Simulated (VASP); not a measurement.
Runs of VASP 6.6.1 on Ir. The structure is that of space group Fm-3m (No. 225), or close to it. The cells are those of the table. 

```tsv
potentials or basis	k mesh	cutoff (eV)	smearing	second run	gap on the mesh (eV)	pressure (GPa)
VASP PAW LDA potentials, release 64 (Ir)	23 × 23 × 23	500	fermi-dirac 0.1 eV	-	none	2.4
VASP PAW LDA potentials, release 64 (Ir_sv_GW)	14 × 14 × 14	500	methfessel-paxton 0.2 eV	valence_matched	none	-1.9
VASP PAW LDA potentials, release 64 (Ir)	14 × 14 × 14	520	fermi-dirac 0.1 eV	-	none	(a)
VASP PAW LDA potentials, release 64 (Ir)	14 × 14 × 14	520	gaussian 0.01 eV	-	none	2.4
VASP PAW LDA potentials, release 64 (Ir)	4 × 4 × 4	520	fermi-dirac 0.1 eV	-	none	-8.3
```

Alike in all rows: task single point; level LDA; no spin polarisation; cell a = 2.696 Å, angles 60.0°, 1 atom.

Problem. Estimate the missing entries.

Solution. (a) 2.6.

Caveats: some runs use coarse meshes; spin-orbit coupling is left out, which moves the levels of the heavy elements.

A k mesh can miss the band edges, and the runs leave out spin-orbit coupling on Ir.

A gap of «none» marks levels without a gap at the run's occupations.

The runs don't all hold the same shells in valence.
